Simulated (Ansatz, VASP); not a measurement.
# One calculation of Ti3O, two programs

File INCAR:

```
PREC = Accurate
ENCUT = 520
EDIFF = 1E-7
ISMEAR = 0
SIGMA = 0.15
LREAL = F
LASPH = T
NELM = 80
ALGO = Normal
ISIF = 2
LWAVE = F
LCHARG = F
GGA = PS
NBANDS = 52
```

File KPOINTS:

```
Automatic mesh
0
Gamma
  12 12 8
```

POSCAR

```
Ti3O
1.0
    4.8755384936      0.0000000000      0.0000000000
   -2.4377692468      4.2223401926      0.0000000000
    0.0000000000      0.0000000000      4.8458180485
Ti O
6 2
Direct
    0.0000000000      0.6708131061      0.7500000000
    0.0000000000      0.3291868939      0.2500000000
    0.6708131061      0.0000000000      0.7500000000
    0.6708131061      0.6708131061      0.2500000000
    0.3291868939      0.3291868939      0.7500000000
    0.3291868939      0.0000000000      0.2500000000
    0.0000000000      0.0000000000      0.5000000000
    0.0000000000      0.0000000000      0.0000000000
```

Input for Ansatz:

```yaml
crystal:
  lattice:
    - [4.8755384936, 0.0, 0.0]
    - [-2.4377692468, 4.2223401926, 0.0]
    - [0.0, 0.0, 4.8458180485]
  atoms:
    - { symbol: Ti, position: [0.0, 0.6708131061, 0.75] }
    - { symbol: Ti, position: [0.0, 0.3291868939, 0.25] }
    - { symbol: Ti, position: [0.6708131061, 0.0, 0.75] }
    - { symbol: Ti, position: [0.6708131061, 0.6708131061, 0.25] }
    - { symbol: Ti, position: [0.3291868939, 0.3291868939, 0.75] }
    - { symbol: Ti, position: [0.3291868939, 0.0, 0.25] }
    - { symbol: O, position: [0.0, 0.0, 0.5] }
    - { symbol: O, position: [0.0, 0.0, 0.0] }
basis:
  ecutwfc: 420
kpoints:
  mp_grid: { grid: [12, 12, 8] }
hamiltonian:
  xc: pbesol
scf:
  occupations: { method: gaussian, width: 0.15 }
output:
  forces: true
  stress: true
  eigenvalues: true
```

Change from the starting cell: strain -0.0375 x Voigt [1, 1, 0, 0, 0, 0], atoms carried along.

Alike in both runs: task single point; functional PBEsol; k mesh 12 × 12 × 8; occupations gaussian, width 0.15 eV; no spin polarisation.

|  | VASP | Ansatz |
| --- | --- | --- |
| version | VASP 6.6.1 | Ansatz 0.2.0 |
| potentials or method | VASP PAW PBE potentials, release 64 (Ti_sv, O), cutoff 520 eV | scalar-relativistic, plane waves, PAW |
| valence electrons in the cell | 84 | 84 |

VASP gave:

```
gap on the k mesh at the Fermi level (eV)                     : none
pressure (GPa)                                                : 15.4
traceless stress, the component that is largest in VASP (GPa) : -2.77
rms of the force components (eV/Å)                            : 0.406
```

**Question.** What did Ansatz give for the same quantities?

**Answer.** gap on the k mesh at the Fermi level (eV): none; pressure (GPa): 15.1; traceless stress, the component that is largest in VASP (GPa): -2.92; rms of the force components (eV/Å): 0.368.

VASP's potentials were made for PBE, not for PBEsol. Atom by atom the forces differ by 0.037 eV/Å (rms over components). A gap of «none» marks a metal or a gap that the smearing closes. The functional is the same, so the differences come from potentials, cutoffs and numerics.
